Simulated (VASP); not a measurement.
Input of a VASP 6.6.1 run:

File INCAR:

```
ALGO     = Normal         # electronic algorithm
EDIFF    = 1E-6           # SCF threshold, eV
ENCUT    = 520            # plane-wave cutoff, eV
GGA      = PE             # functional
ISIF     = 2              # what is computed and relaxed
ISMEAR   = -1             # smearing method
LASPH    = True           # aspherical terms in the spheres
LCHARG   = False          # write CHGCAR
LREAL    = Auto         
LWAVE    = False          # write WAVECAR
NBANDS   = 32             # bands
NELM     = 60             # most SCF steps
PREC     = Accurate       # precision mode
SIGMA    = 0.15           # smearing width, eV
```

File KPOINTS:

```
k-points
0
Gamma
  3 3 1
```

Contents of POSCAR:

```
Be16P
1.0
    4.5800000000      0.0000000000      0.0000000000
    2.2900000000      3.9663960000      0.0000000000
    0.0000000000      0.0000000000     17.3826450000
Be P
16 1
Direct
   -0.1666667000      0.3333333000      0.0575286000
    0.3333333000      0.3333333000      0.0575286000
   -0.1666667000      0.8333333000      0.0575286000
    0.3333333000      0.8333333000      0.0575286000
    0.0009807483     -0.0013108906      0.1631787860
    0.4999000216     -0.0002343699      0.1653706586
    0.0009652927      0.4993552233      0.1633617781
    0.5001572079      0.4993790469      0.1634184522
   -0.1661519146      0.3319424610      0.2608493496
    0.3370143504      0.3258453226      0.2668459735
   -0.1738347214      0.8352349229      0.2666202678
    0.3372897915      0.8353395547      0.2665559733
    0.0017614852     -0.0049467696      0.3667368900
    0.4997006512     -0.0011331305      0.3745784790
    0.0009228739      0.5007084619      0.3676263193
    0.4975664170      0.5000267176      0.3675199707
   -0.1689746177      0.3300206973      0.4615116307
```

Potentials or basis: VASP PAW PBE potentials, release 64 (Be, P).

Run with:

```console
$ cat potpaw_PBE.64/Be/POTCAR potpaw_PBE.64/P/POTCAR > POTCAR
$ mpirun -np 1 vasp_std > vasp.out
```

Predict the band gap on the k mesh.

zero (an odd number of electrons rules out a gap without spin polarisation).

What does it give for the largest force?

0.095 eV/Å.

Forces on the atoms (eV/Å):
```
Be   0.003  0.003 -0.063
Be   0.000 -0.060  0.022
Be  -0.056  0.018  0.019
Be   0.056  0.017  0.017
Be  -0.016 -0.028  0.009
Be   0.010 -0.008 -0.035
Be   0.017  0.023  0.003
Be  -0.032  0.019 -0.013
Be  -0.001 -0.001  0.044
Be  -0.014  0.021 -0.033
Be   0.046 -0.008 -0.024
Be  -0.033 -0.012 -0.010
Be   0.003  0.059  0.075
Be   0.024  0.011  0.036
Be  -0.043 -0.043  0.029
Be  -0.012  0.011 -0.025
P    0.049 -0.022 -0.051
```

Caveat: the k points lie up to 0.53 Å⁻¹ apart, too coarse for converged energies and pressures of a metal.
